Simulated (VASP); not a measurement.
# P (Cmce) in VASP: further runs

P is run at these levels: PBE; tasks: single point, relaxation of cell and atoms.

Everything below comes from runs of VASP 6.6.1. Logs are shortened: lines on timing, memory, paths and dates and some standing lists are left out, and cuts for length are marked.

**1. The cell of the first run**

The structure is orthorhombic, space group Cmce (No. 64). Conventional cell: a = 3.310 Å, b = 11.285 Å, c = 4.558 Å, α = 90.00°, β = 90.00°, γ = 90.00°. P (site symmetry m) has 3 P at 2.23 to 2.26 Å within 2.9 Å.

**2. Single point, PBE**

INCAR

```
SYSTEM = P
ALGO = Normal
EDIFF = 1E-6
ENCUT = 520
GGA = PE
ISIF = 2
ISMEAR = 0
LASPH = .True.
LCHARG = .False.
LREAL = .False.
LWAVE = .False.
NBANDS = 18
NELM = 100
PREC = Accurate
SIGMA = 0.01
```

KPOINTS

```
k-points
0
Gamma
  12 12 8
  0 0 0
```

POSCAR

```
P
1.0
    1.6552162342     -5.6427177906      0.0000000000
    1.6552162342      5.6427177906      0.0000000000
    0.0000000000      0.0000000000      4.5577727398
P
4
Direct
    0.0940707805      0.9059292195      0.9137202417
    0.5940707805      0.4059292195      0.5862797583
    0.9059292195      0.0940707805      0.0862797583
    0.4059292195      0.5940707805      0.4137202417
```

Potentials or basis: VASP PAW PBE potentials, release 64 (P).

Started as:

```
$ cat potpaw_PBE.64/P/POTCAR > POTCAR
$ mpirun -np 1 vasp_std > vasp.out
```

OUTCAR:

```text
SYSTEM = P
   EDIFF = 1E-6
   ENCUT = 520
   GGA = PE
   ISIF = 2
   ISMEAR = 0
   LASPH = .True.
   LREAL = .False.
   NELM = 100
   PREC = Accurate

 ion  position               nearest neighbor table
   1  0.094  0.906  0.914-   2 2.23   2 2.23   3 2.26
   2  0.594  0.406  0.586-   1 2.23   1 2.23   4 2.26
   3  0.906  0.094  0.086-   4 2.23   4 2.23   1 2.26
   4  0.406  0.594  0.414-   3 2.23   3 2.23   2 2.26

  LATTYP: Found a base centered orthorhombic cell.
 ALAT       =     3.3104324684
 B/A-ratio  =     3.4090517444
 C/A-ratio  =     1.3767907315

  Lattice vectors:

 A1 = (   1.6552162342,  -5.6427177906,   0.0000000000)
 A2 = (   1.6552162342,   5.6427177906,   0.0000000000)
 A3 = (   0.0000000000,   0.0000000000,   4.5577727398)

Analysis of symmetry for initial positions (statically):
=====================================================================
 Subroutine PRICEL returns:
 Original cell was already a primitive cell.

 Routine SETGRP: Setting up the symmetry group for a
 base centered orthorhombic supercell.

 Subroutine GETGRP returns: Found  8 space group operations
 (whereof  4 operations were pure point group operations)
 out of a pool of  8 trial point group operations.

The static configuration has the point symmetry C_2h.
 The point group associated with its full space group is D_2h.

Analysis of symmetry for dynamics (positions and initial velocities):
=====================================================================
 Subroutine PRICEL returns:
 Original cell was already a primitive cell.

 Routine SETGRP: Setting up the symmetry group for a
 base centered orthorhombic supercell.

 Subroutine GETGRP returns: Found  8 space group operations
 (whereof  4 operations were pure point group operations)
 out of a pool of  8 trial point group operations.

The dynamic configuration has the point symmetry C_2h.
 The point group associated with its full space group is D_2h.

 Subroutine INISYM returns: Found  8 space group operations
 (whereof  4 operations are pure point group operations),
 and found     1 'primitive' translations

----------------------------------------------------------------------------------------

                                     Primitive cell

  volume of cell :      85.1384

  direct lattice vectors                    reciprocal lattice vectors
     1.655216234 -5.642717791  0.000000000     0.302075336 -0.088609783  0.000000000
     1.655216234  5.642717791  0.000000000     0.302075336  0.088609783  0.000000000
     0.000000000  0.000000000  4.557772740     0.000000000  0.000000000  0.219405411

  length of vectors
     5.880476583  5.880476583  4.557772740     0.314803434  0.314803434  0.219405411

  position of ions in fractional coordinates (direct lattice)
     0.094070780  0.905929220  0.913720242
     0.594070780  0.405929220  0.586279758
     0.905929220  0.094070780  0.086279758
     0.405929220  0.594070780  0.413720242

  ion indices of the primitive-cell ions
   primitive index   ion index
                 1           1
                 2           2
                 3           3
                 4           4

----------------------------------------------------------------------------------------

 KPOINTS: k-points

Automatic generation of k-mesh.
 Grid dimensions read from file:
 generate k-points for:   12   12    8

 Generating k-lattice:

  Cartesian coordinates                     Fractional coordinates (reciprocal lattice)
     0.025172945 -0.007384149  0.000000000     0.083333333 -0.000000000  0.000000000
     0.025172945  0.007384149  0.000000000    -0.000000000  0.083333333  0.000000000
     0.000000000  0.000000000  0.027425676     0.000000000  0.000000000  0.125000000

  Length of vectors
     0.026233620  0.026233620  0.027425676

  Shift w.r.t. Gamma in fractional coordinates (k-lattice)
     0.000000000  0.000000000  0.000000000

 Subroutine IBZKPT returns following result:
 ===========================================

 Found    215 irreducible k-points:

 Following reciprocal coordinates:
            Coordinates               Weight
  0.000000  0.000000  0.000000      1.000000
  0.083333  0.000000  0.000000      4.000000
  0.166667  0.000000  0.000000      4.000000
  0.250000  0.000000  0.000000      4.000000
  0.333333 -0.000000  0.000000      4.000000
  0.416667 -0.000000  0.000000      4.000000
[... 16 lines left out ...]
  0.500000  0.166667  0.000000      4.000000
 -0.416667  0.166667  0.000000      4.000000
 [... further k-points ...]
   k-points           NKPTS =    215   k-points in BZ     NKDIM =    215   number of bands    NBANDS=     18
   number of dos      NEDOS =    301   number of ions     NIONS =      4
   total plane-waves  NPLWV =  82944
   dimension x,y,z NGX =    48 NGY =   48 NGZ =   36
   dimension x,y,z NGXF=    96 NGYF=   96 NGZF=   72
   ions per type =               4
   NGX,Y,Z   is equivalent  to a cutoff of  13.57, 13.57, 13.13 a.u.
   NGXF,Y,Z  is equivalent  to a cutoff of  27.14, 27.14, 26.26 a.u.
 SYSTEM =  P
   PREC   = accura    normal or accurate (medium, high low for compatibility)
   ISTART =      0    job   : 0-new  1-cont  2-samecut
   ICHARG =      2    charge: 1-file 2-atom 10-const
   ISPIN  =      1    spin polarized calculation?
   LNONCOLLINEAR =      F non collinear calculations
   LSORBIT =      F    spin-orbit coupling
   LASPH  =      T    aspherical Exc in radial PAW
   ENCUT  =  520.0 eV  38.22 Ry    6.18 a.u.  10.93 10.93  8.47*2*pi/ulx,y,z
   NELM   =    100;   NELMIN=  2; NELMDL= -5     # of ELM steps
   EDIFF  = 0.1E-05   stopping-criterion for ELM
   LREAL  =      F    real-space projection
   EDIFFG = 0.1E-04   stopping-criterion for IOM
   NSW    =      0    number of steps for IOM
[... 5 lines left out ...]
   TEBEG  =    0.0;   TEEND  =   0.0 temperature during run
   PSTRESS=    0.0 pullay stress
   NELECT =      20.0000    total number of electrons
   NUPDOWN=      -1.0000    fix difference up-down
   EMIN   =  10.00;   EMAX   =-10.00  energy-range for DOS
   EFERMI =   0.00;   METHOD = LEGACY
   ISMEAR =     0;   SIGMA  =   0.01  broadening in eV -4-tet -1-fermi 0-gaus
   EFERMI_NEDOS =   21; number of points for ismear=-14 and -15
   IALGO  =     38    algorithm
   IMIX   =      4    mixing-type and parameters
     AMIX     =   0.40;   BMIX     =  1.00
     AMIX_MAG =   1.60;   BMIX_MAG =  1.00
  volume/ion in A,a.u.               =      21.28       143.64
  Fermi-wavevector in a.u.,A,eV,Ry     =   1.010128  1.908864 13.882811  1.020358
  Thomas-Fermi vector in A             =   2.143098
   LORBIT       =      0    0 simple, 1 ext, 2 COOP (PROOUT), +10 PAW based schemes
   GGA     = PE    functional components
   LHFCALC =     F    Hartree Fock is set to
   AEXX    =    0.0000 exact exchange contribution
   IVDW    =     0    specifies the selected vdW correction
   LEPSILON=     F    determine dielectric tensor
   LRPA    =     F    only Hartree local field effects (RPA)
 non-spin polarized calculation
 Gauss-broadening in eV      SIGMA  =   0.01
  energy-cutoff  :      520.00
  volume of cell :       85.14
 maximum number of plane-waves:      2311
 NGX is ok and might be reduce to    48
   NGX = 21   NGY = 21   NGZ = 17

 number of electron      19.9999998 magnetization

 Free energy of the ion-electron system (eV)
  ---------------------------------------------------
  ext. energy  EPLUGINS =         0.00000000
  ---------------------------------------------------
  free energy    TOTEN  =       -21.50876064 eV

  energy without entropy =      -21.50876064  energy(sigma->0) =      -21.50876064

 E-fermi :   5.4240     XC(G=0):  -9.2304

 val. band max:        5.3327849284   @ k =   0.5000   0.5000   0.0000
 cond. band min:       5.4709259385   @ k =   0.5000   0.5000   0.0000
 fundamental gap:      0.1381410100
 Fermi energy:         5.4240211752

 k-point     1 :       0.0000    0.0000    0.0000
  band No.  band energies     occupation
      1     -10.1263      2.00000
      2      -7.4709      2.00000
      3      -4.2399      2.00000
      4      -1.1219      2.00000
      5       0.3662      2.00000
      6       0.5932      2.00000
[... 10 lines left out ...]
     17      12.1167      0.00000
     18      12.5447      0.00000

 k-point     2 :       0.0833    0.0000    0.0000
  band No.  band energies     occupation
      1     -10.0424      2.00000
      2      -7.3896      2.00000
      3      -4.2736      2.00000
      4      -1.0475      2.00000
      5       0.2473      2.00000
      6       0.6585      2.00000
[... 10 lines left out ...]
     17      12.0488      0.00000
     18      12.0785      0.00000

 k-point     3 :       0.1667    0.0000    0.0000
  band No.  band energies     occupation
      1      -9.7920      2.00000
      2      -7.1461      2.00000
      3      -4.4269      2.00000
      4      -0.8311      2.00000
      5      -0.2814      2.00000
      6       0.2455      2.00000
[... 10 lines left out ...]
     17      10.7284      0.00000
     18      11.9708      0.00000

 k-point     4 :       0.2500    0.0000    0.0000
  band No.  band energies     occupation
      1      -9.3792      2.00000
      2      -6.7411      2.00000
      3      -4.8252      2.00000
      4      -1.2849      2.00000
      5      -0.4975      2.00000
      6      -0.3502      2.00000
[... 375 lines left out ...]
      4      -3.4656      2.00000
      5      -0.2973      2.00000
      6       0.2501      2.00000
[... 10 lines left out ...]
     17      11.6437      0.00000
     18      12.1208      0.00000

 k-point    23 :       0.5000    0.1667    0.0000
  band No.  band energies     occupation
      1      -8.7646      2.00000
      2      -6.2964      2.00000
      3      -5.5402      2.00000
      4      -2.3554      2.00000
      5      -0.4972      2.00000
      6       0.0828      2.00000
[... 10 lines left out ...]
     17      11.6617      0.00000
     18      11.8614      0.00000

 k-point    24 :      -0.4167    0.1667    0.0000
  band No.  band energies     occupation
      1      -9.3327      2.00000
      2      -6.8591      2.00000
      3      -4.8274      2.00000
      4      -1.2383      2.00000
      5      -0.3573      2.00000
      6      -0.2798      2.00000
[... 10 lines left out ...]
     17      10.9950      0.00000
     18      11.1454      0.00000

 [... further k-points ...]

------------------------ aborting loop because EDIFF is reached ----------------------------------------

  FORCE on cell =-STRESS in cart. coord.  units (eV):
  Direction    XX          YY          ZZ          XY          YZ          ZX
  --------------------------------------------------------------------------------------
  -------------------------------------------------------------------------------------
  Total       -0.1628289     -0.1587547     -0.1548330      0.0000000      0.0000000      0.0000000
  in kB       -3.0641947     -2.9875239     -2.9137232      0.0000000      0.0000000      0.0000000
  external PRESSURE =      -2.9884806 kB  Pullay stress =       0.0000000 kB

 VOLUME and BASIS-vectors are now :
 -----------------------------------------------------------------------------
  energy-cutoff  :      520.00
  volume of cell :       85.14
      direct lattice vectors                 reciprocal lattice vectors
     1.655216234 -5.642717791  0.000000000     0.302075336 -0.088609783  0.000000000
     1.655216234  5.642717791  0.000000000     0.302075336  0.088609783  0.000000000
     0.000000000  0.000000000  4.557772740     0.000000000  0.000000000  0.219405411

 POSITION                                       TOTAL-FORCE (eV/Angst)
 -----------------------------------------------------------------------------------
      1.65522      4.58109      4.16453         0.000000      0.038422     -0.037925
      1.65522     -1.06163      2.67213         0.000000      0.038422      0.037925
      1.65522     -4.58109      0.39324         0.000000     -0.038422      0.037925
      1.65522      1.06163      1.88564         0.000000     -0.038422     -0.037925
 -----------------------------------------------------------------------------------
    total drift:                                0.000000     -0.000000      0.000000

  FREE ENERGIE OF THE ION-ELECTRON SYSTEM (eV)
  ---------------------------------------------------
  free  energy   TOTEN  =       -21.5087606436 eV

  energy  without entropy=      -21.5087606436  energy(sigma->0) =      -21.50876064
```

It took 7 min on 1 thread of Intel Xeon 8259CL, shared host; peak memory 0.38 GiB.

What came out:

* Free energy: -21.5088 eV
* Pressure: -0.3 GPa
* Largest force: 0.054 eV/Å
* Band gap on the k mesh: 0.14 eV

Forces on the atoms (eV/Å):
```
P    0.000  0.038 -0.038
P    0.000  0.038  0.038
P    0.000 -0.038  0.038
P    0.000 -0.038 -0.038
```

Levels at points of the mesh, in eV from the valence-band top:
```csv
k point,band 8,band 9,band 10,band 11,band 12,band 13
"(0.00, 0.00, 0.00)",-2.61,-2.28,-0.99,0.76,1.24,2.12
"(0.50, 0.00, 0.00)",-3.21,-2.48,-2.48,0.78,0.78,1.55
"(0.50, 0.50, 0.00)",-2.16,-1.61,0.00,0.14,1.05,2.28
"(0.00, 0.00, 0.50)",-2.98,-1.50,-1.50,1.60,1.60,3.00
"(0.50, 0.00, 0.50)",-5.16,-1.70,-1.70,1.83,1.83,3.52
"(0.50, 0.50, 0.50)",-2.77,-1.77,-1.77,1.57,1.57,2.58
```

A k mesh can miss the band edges.

**3. Relaxation of cell and atoms, PBE**

This run uses another cell than the first one, of 20.97 Å³/atom.

INCAR

```
SYSTEM = P
  ALGO = Normal
  EDIFF = 1E-6
  EDIFFG = -0.005
  ENCUT = 600
  GGA = PE
  IBRION = 2
  ISIF = 3
  ISMEAR = 0
  LASPH = .True.
  LCHARG = .False.
  LREAL = .False.
  LWAVE = .False.
  NELM = 100
  NSW = 100
  PREC = Accurate
  SIGMA = 0.01
```

KPOINTS is that of step 2.

POSCAR

```
P
1.0
    1.6596106600     -5.5567946216      0.0000000000
    1.6596106600      5.5567946216      0.0000000000
    0.0000000000      0.0000000000      4.5468660479
P
4
Direct
    0.0955249785      0.9044750215      0.9142200465
    0.5955249785      0.4044750215      0.5857799535
    0.9044750215      0.0955249785      0.0857799535
    0.4044750215      0.5955249785      0.4142200465
```

Potentials or basis: VASP PAW PBE potentials, release 64 (P).

Started as:

```
$ cat potpaw_PBE.64/P/POTCAR > POTCAR
$ mpirun -np 1 vasp_std > vasp.out
```

Run time: 71 min. Hardware: 1 thread of Intel Xeon 8259CL, shared host; peak memory 0.45 GiB.

Results (log left out):

```
Free energy                           : -21.5097 eV
Relaxed volume                        : 21.30 Å³/atom
Relaxed cell                          : a = 5.885 Å, b = 5.885 Å, c = 4.564 Å, α = 90.00°, β = 90.00°, γ = 147.38°
Space group after relaxing (to 0.1 Å) : Cmce (No. 64)
Energy gained by relaxing             : 0.5 meV/atom
Ionic steps                           : 24
Pressure after relaxing               : 0.0 GPa
Band gap on the k mesh                : 0.16 eV
```

Forces on the atoms (eV/Å):
```
P    0.000  0.002 -0.002
P    0.000  0.002  0.002
P    0.000 -0.002  0.002
P    0.000 -0.002 -0.002
```

The path:
```tsv
step	energy change (eV)	largest force (eV/Å)	pressure (GPa)	volume (Å³)
1	0.0000	0.0663	-0.38	83.86
2	-0.0004	0.0563	0.37	83.26
3	-0.0009	0.0173	0.06	83.51
4	-0.0010	0.0142	0.07	83.56
5	-0.0011	0.0242	0.08	83.66
6	-0.0012	0.0238	0.07	83.73
7	-0.0014	0.0241	0.04	83.94
8	-0.0017	0.0299	-0.04	84.37
9	-0.0018	0.0509	-0.17	85.22
10	-0.0018	0.0410	-0.11	84.87
11	-0.0019	0.0320	-0.08	84.95
12	-0.0021	0.0088	0.00	85.17
13	-0.0021	0.0083	0.02	85.22
14	-0.0021	0.0079	0.00	85.21
15	-0.0021	0.0080	0.00	85.19
16	-0.0021	0.0078	0.02	85.20
17	-0.0021	0.0060	-0.01	85.22
18	-0.0021	0.0057	-0.02	85.24
19	-0.0021	0.0103	-0.06	85.27
20	-0.0021	0.0069	-0.04	85.25
21	-0.0021	0.0059	-0.04	85.24
22	-0.0022	0.0051	-0.02	85.23
23	-0.0022	0.0038	0.02	85.19
24	-0.0022	0.0024	0.02	85.21
```

Final structure:
```yaml
crystal:
  lattice:
    - [1.65277, -5.64833, 0.00000]
    - [1.65277, 5.64833, 0.00000]
    - [0.00000, 0.00000, 4.56361]
  atoms:
    - { symbol: P, position: [0.09369, 0.90631, 0.91312] }
    - { symbol: P, position: [0.59369, 0.40631, 0.58688] }
    - { symbol: P, position: [0.90631, 0.09369, 0.08688] }
    - { symbol: P, position: [0.40631, 0.59369, 0.41312] }
```

Levels at points of the mesh, in eV from the valence-band top:
```
           k point  band 7  band 8  band 9  band 10  band 11  band 12  band 13  band 14
(0.00, 0.00, 0.00)   -3.79   -2.60   -2.28    -0.98     0.76     1.24     2.13     2.92
(0.50, 0.00, 0.00)   -3.21   -3.21   -2.48    -2.48     0.78     0.78     1.58     1.58
(0.50, 0.50, 0.00)   -3.86   -2.16   -1.60     0.00     0.16     1.06     2.28     2.84
(0.00, 0.00, 0.50)   -3.00   -3.00   -1.52    -1.52     1.61     1.61     3.03     3.03
(0.50, 0.00, 0.50)   -5.15   -5.15   -1.68    -1.68     1.84     1.84     3.50     3.50
(0.50, 0.50, 0.50)   -2.78   -2.78   -1.79    -1.79     1.58     1.58     2.60     2.60
```

A k mesh can miss the band edges. PBE usually gives volumes a little too large and moduli too small.
